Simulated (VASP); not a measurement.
# MnIn3 in VASP: a series of runs, part 2 of 2

VASP 6.6.1.

### 4 Single point, PBE, collinear spin, ferromagnetic start

This run uses another cell than the first one.

INCAR reads:

```
ALGO = Normal ; EDIFF = 1E-7
ENCUT = 520 ; GGA = PE
ISIF = 2 ; ISMEAR = 0
ISPIN = 2 ; LASPH = T
LCHARG = T ; LELF = T
LMAXMIX = 4 ; LORBIT = 11
LREAL = F ; LVHAR = T
LWAVE = F ; MAGMOM = 4 0 0 0
NBANDS = 38 ; NELM = 150
PREC = Accurate ; SIGMA = 0.1
```

KPOINTS reads:

```
k-points
0
Gamma
  6 6 2
```

POSCAR reads:

```
MnIn3
1.0
    3.8031685000      0.0000000000      0.0000000000
   -1.9015842500      3.2936405400      0.0000000000
    0.0000000000      0.0000000000      8.1894626000
Mn In
1 3
Direct
    0.6666666700      0.3333333300      0.5000000000
    0.1703267600      0.8296732400      0.5000000000
    0.1703267600      0.3406535200      0.5000000000
    0.6593464800      0.8296732400      0.5000000000
```

The run is started by

```sh
$ cat potpaw_PBE.64/Mn_pv/POTCAR potpaw_PBE.64/In_d/POTCAR > POTCAR
$ mpirun -np 1 vasp_std > vasp.out
```

Wall time 75 s (1 thread of Intel Xeon 6975P-C (Granite Rapids), shared host); peak memory 0.29 GiB.

Results (log left out):

```
Free energy   : 59.3926 eV
Largest force : 12.396 eV/Å
Net moment    : 0.22 μB per cell
Site moments  : Mn +0.22; In +0.00 μB
```

Forces on the atoms (eV/Å):
```
Mn    0.000   0.000   0.000
In  -10.736   6.198   0.000
In    0.000 -12.396   0.000
In   10.736   6.198   0.000
```

Levels at points of the mesh, in eV from the Fermi level:
Spin up:
| k point | band 22 | band 23 | band 24 | band 25 | band 26 | band 27 | band 28 | band 29 | band 30 | band 31 |
| --- | --- | --- | --- | --- | --- | --- | --- | --- | --- | --- |
| (0.00, 0.00, 0.00) | -0.62 | -0.62 | -0.25 | 0.14 | 0.14 | 0.83 | 0.83 | 2.74 | 4.70 | 6.15 |
| (0.50, 0.00, 0.00) | -4.74 | -2.36 | -0.96 | -0.55 | -0.43 | 0.61 | 1.55 | 3.55 | 5.25 | 5.87 |
| (0.00, 0.00, 0.50) | -0.62 | -0.62 | -0.18 | 0.14 | 0.14 | 0.83 | 0.83 | 2.87 | 4.14 | 6.14 |
| (0.50, 0.00, 0.50) | -4.74 | -2.36 | -0.96 | -0.54 | -0.45 | 0.61 | 1.52 | 3.55 | 6.16 | 6.43 |
Spin down:
```csv
k point,band 22,band 23,band 24,band 25,band 26,band 27,band 28,band 29,band 30,band 31
"(0.00, 0.00, 0.00)",-0.53,-0.53,-0.19,0.41,0.41,0.86,0.86,2.76,4.69,6.14
"(0.50, 0.00, 0.00)",-4.67,-2.25,-0.73,-0.48,-0.42,0.63,1.71,3.60,5.24,5.88
"(0.00, 0.00, 0.50)",-0.53,-0.53,-0.11,0.41,0.41,0.86,0.86,2.87,4.16,6.14
"(0.50, 0.00, 0.50)",-4.67,-2.25,-0.73,-0.47,-0.44,0.63,1.67,3.61,6.15,6.43
```

Caveat: the k points lie up to 0.38 Å⁻¹ apart; atoms lie so close that the PAW spheres overlap strongly, which falsifies energies and pressures; spin-orbit coupling is left out, which moves the levels of the heavy elements.

### 5 Relaxation of cell and atoms, PBE, collinear spin, ferromagnetic start

This run uses another cell than the first one, of 25.50 Å³/atom.

INCAR reads:

```
PREC     = Accurate       # precision mode
ENCUT    = 600            # plane-wave cutoff, eV
EDIFF    = 1E-6           # SCF threshold, eV
ISMEAR   = 0              # smearing method
SIGMA    = 0.1            # smearing width, eV
LREAL    = False          # projectors in reciprocal space
LASPH    = True           # aspherical terms in the spheres
NELM     = 150            # most SCF steps
ALGO     = Normal         # electronic algorithm
ISIF     = 3              # what is computed and relaxed
LWAVE    = False          # write WAVECAR
LCHARG   = False          # write CHGCAR
ISPIN    = 2              # spin polarisation
MAGMOM   = 4.38 0 0 0     # initial moments
LORBIT   = 11             # projections on sites
LMAXMIX  = 4              # l up to which the mixer works
GGA      = PE             # functional
IBRION   = 2              # ionic algorithm
NSW      = 90             # ionic steps
EDIFFG   = -0.04          # ionic threshold
```

KPOINTS reads:

```
regular mesh
0
Gamma
  3 3 6
```

POSCAR reads:

```
MnIn3
1.0
    5.8764096916      0.0000000000      0.0000000000
   -2.9382048458      5.0891200760      0.0000000000
    0.0000000000      0.0000000000      3.4111640927
Mn In
1 3
Direct
    0.0000000000      0.0000000000      0.5000000000
    0.5000000000      0.5000000000      0.5000000000
    0.5000000000      0.0000000000      0.5000000000
    0.0000000000      0.5000000000      0.5000000000
```

Potentials or basis: VASP PAW PBE potentials, release 64 (Mn_pv, In_d).

The run is started by

```sh
$ cat potpaw_PBE.64/Mn_pv/POTCAR potpaw_PBE.64/In_d/POTCAR > POTCAR
$ mpirun -np 1 vasp_std > vasp.out
```

OUTCAR:

```text
PREC = Accurate
   ENCUT = 600
   EDIFF = 1E-6
   ISMEAR = 0
   LREAL = False
   LASPH = True
   NELM = 150
   ISIF = 3
   ISPIN = 2
   LORBIT = 11
   GGA = PE
   IBRION = 2
   NSW = 90
   EDIFFG = -0.04

 ion  position               nearest neighbor table
   1  0.000  0.000  0.500-   3 2.94   3 2.94   4 2.94   4 2.94   2 2.94   2 2.94
   2  0.500  0.500  0.500-   4 2.94   4 2.94   1 2.94   3 2.94   3 2.94   1 2.94
   3  0.500  0.000  0.500-   1 2.94   1 2.94   4 2.94   2 2.94   2 2.94   4 2.94
   4  0.000  0.500  0.500-   2 2.94   2 2.94   3 2.94   1 2.94   1 2.94   3 2.94

  LATTYP: Found a hexagonal cell.
 ALAT       =     5.8764096916
 C/A-ratio  =     0.5804843896

  Lattice vectors:

 A1 = (   5.8764096916,   0.0000000000,   0.0000000000)
 A2 = (  -2.9382048458,   5.0891200760,   0.0000000000)
 A3 = (   0.0000000000,   0.0000000000,   3.4111640927)

Analysis of symmetry for initial positions (statically):
[... 347 lines left out ...]
 Fermi energy:         6.9237421076

 spin component 1

 k-point     1 :       0.0000    0.0000    0.0000
  band No.  band energies     occupation
      1     -43.1439      1.00000
      2     -42.9896      1.00000
      3     -42.9896      1.00000
      4      -8.4100      1.00000
      5      -8.1977      1.00000
      6      -8.1977      1.00000
[... 421 lines left out ...]
     32       9.4917      0.00000
     33       9.6526      0.00000
 Fermi energy:         6.9237421076

 spin component 2

 k-point     1 :       0.0000    0.0000    0.0000
  band No.  band energies     occupation
      1     -39.1420      1.00000
      2     -39.1420      1.00000
      3     -39.0080      1.00000
      4      -8.4235      1.00000
      5      -8.2285      1.00000
      6      -8.2285      1.00000
[... 452 lines left out ...]
  FREE ENERGIE OF THE ION-ELECTRON SYSTEM (eV)
  ---------------------------------------------------
  free  energy   TOTEN  =       -15.1164756621 eV

  energy  without entropy=      -15.1018681726  energy(sigma->0) =      -15.10917192

 reached required accuracy - stopping structural energy minimisation

 total charge

# of ion       s       p       d       tot
------------------------------------------
    1        0.272   6.115   4.987  11.375
    2        0.943   0.624   9.848  11.416
    3        0.943   0.624   9.848  11.416
    4        0.943   0.624   9.848  11.416
--------------------------------------------------
tot          3.101   7.988  34.533  45.622

 magnetization (x)

# of ion       s       p       d       tot
------------------------------------------
    1        0.043   0.009   3.696   3.748
    2       -0.015  -0.056  -0.001  -0.073
    3       -0.015  -0.056  -0.001  -0.073
    4       -0.015  -0.056  -0.001  -0.073
--------------------------------------------------
tot         -0.004  -0.159   3.693   3.530
```

CONTCAR:

```text
MnIn3
   1.00000000000000
     5.9659887710449899    0.0000000000000000    0.0000000000000000
    -2.9829943855224950    5.1666978344483008   -0.0000000000000000
    -0.0000000000000000   -0.0000000000000000    3.2361592318392423
  Mn              In
     1     3
Direct
     0.0000000000000000    1.0000000000000000    0.5000000000000000
     0.5000000000000000    0.5000000000000000    0.5000000000000000
     0.5000000000000000    1.0000000000000000    0.5000000000000000
     0.0000000000000000    0.5000000000000000    0.5000000000000000

  0.00000000E+00  0.00000000E+00  0.00000000E+00
  0.00000000E+00  0.00000000E+00  0.00000000E+00
  0.00000000E+00  0.00000000E+00  0.00000000E+00
  0.00000000E+00  0.00000000E+00  0.00000000E+00
```

Wall time 3.3 min (1 thread of Intel Xeon 6975P-C (Granite Rapids), shared host); peak memory 0.33 GiB.

What came out:

* Free energy: -15.1165 eV
* Relaxed volume: 24.94 Å³/atom
* Relaxed cell: a = 5.966 Å, b = 5.966 Å, c = 3.236 Å, α = 90.00°, β = 90.00°, γ = 120.00°
* Space group after relaxing (to 0.1 Å): P6/mmm (No. 191)
* Energy gained by relaxing: 13.1 meV/atom
* Ionic steps: 5
* Pressure after relaxing: 0.0 GPa
* Net moment: 3.53 μB per cell
* Site moments: Mn +3.75; In -0.07 μB
* Valence electrons inside the program's atomic spheres: Mn 11.38; In 11.42

The path:
```
step  energy change (eV)  largest force (eV/Å)  pressure (GPa)  volume (Å³)
   1              0.0000                0.0000            0.10       102.01
   2             -0.0327                0.0000           -0.43       102.23
   3             -0.0435                0.0000           -0.78       102.34
   4             -0.0448                0.0000           -0.97       102.39
   5             -0.0526                0.0000           -0.02        99.75
```

Final structure:
```yaml
crystal:
  lattice:
    - [5.96599, 0.00000, 0.00000]
    - [-2.98299, 5.16670, 0.00000]
    - [0.00000, 0.00000, 3.23616]
  atoms:
    - { symbol: Mn, position: [0.00000, 0.00000, 0.50000] }
    - { symbol: In, position: [0.50000, 0.50000, 0.50000] }
    - { symbol: In, position: [0.50000, 0.00000, 0.50000] }
    - { symbol: In, position: [0.00000, 0.50000, 0.50000] }
```

Caveat: the k points lie up to 0.41 Å⁻¹ apart in the final cell; spin-orbit coupling is left out, which moves the levels of the heavy elements.

### 6 The runs side by side

```csv
task,cell,k mesh,cutoff (eV),gap on the mesh (eV),pressure (GPa),moment (μB)
single point,"a = 5.967, b = 5.967, c = 3.236 Å, angles 90.0, 90.0, 120.0°, 4 atoms, atomic positions A",3 × 3 × 6,520,none,-0.1,3.53
single point,"a = 5.876, b = 5.876, c = 3.411 Å, angles 90.0, 90.0, 120.0°, 4 atoms, atomic positions A",6 × 6 × 2,520,none,0.1,3.75
single point,"a = 3.803, b = 3.803, c = 8.189 Å, angles 90.0, 90.0, 120.0°, 4 atoms, atomic positions B",6 × 6 × 2,520,none,-,0.22
relaxation of cell and atoms,"relaxed from a = 5.876, b = 5.876, c = 3.411 Å, angles 90.0, 90.0, 120.0°, 4 atoms, atomic positions A",3 × 3 × 6,600,none,0.0,3.53
```

Alike in all rows: level PBE; potentials or basis VASP PAW PBE potentials, release 64 (Mn_pv, In_d); spin collinear, ferromagnetic start; smearing gaussian 0.1 eV.

Caveats: all runs use coarse meshes; spin-orbit coupling is left out, which moves the levels of the heavy elements; atoms lie so close that the PAW spheres overlap strongly, which falsifies energies and pressures (at least some runs).

Total energies depend on the potentials used, so only differences within one code and one set of settings carry meaning.
